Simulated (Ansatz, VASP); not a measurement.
# Pb: VASP beside Ansatz

```
Pb
1.0
     0.00000    2.47502    2.47502
     2.47502    0.00000    2.47502
     2.47502    2.47502    0.00000
Pb
1
Direct
  0.00000 0.00000 0.00000
```

Alike in both runs: task single point; functional PBE; dispersion D3(BJ); k mesh 14 × 14 × 14; occupations gaussian, width 0.1 eV; no spin polarisation.

```csv
,VASP,Ansatz
version,VASP 6.6.1,Ansatz 0.2.0
potentials or method,"VASP PAW PBE potentials, release 64 (Pb_d), cutoff 520 eV","scalar-relativistic, plane waves, PAW"
valence electrons in the cell,14,14
```

```csv
,VASP,Ansatz,Ansatz less VASP
gap on the k mesh at the Fermi level (eV),none,none,-
pressure (GPa),0.2,0.2,+0.06
```

A gap of «none» marks a metal or a gap that the smearing closes.

Spin-orbit coupling is off throughout.
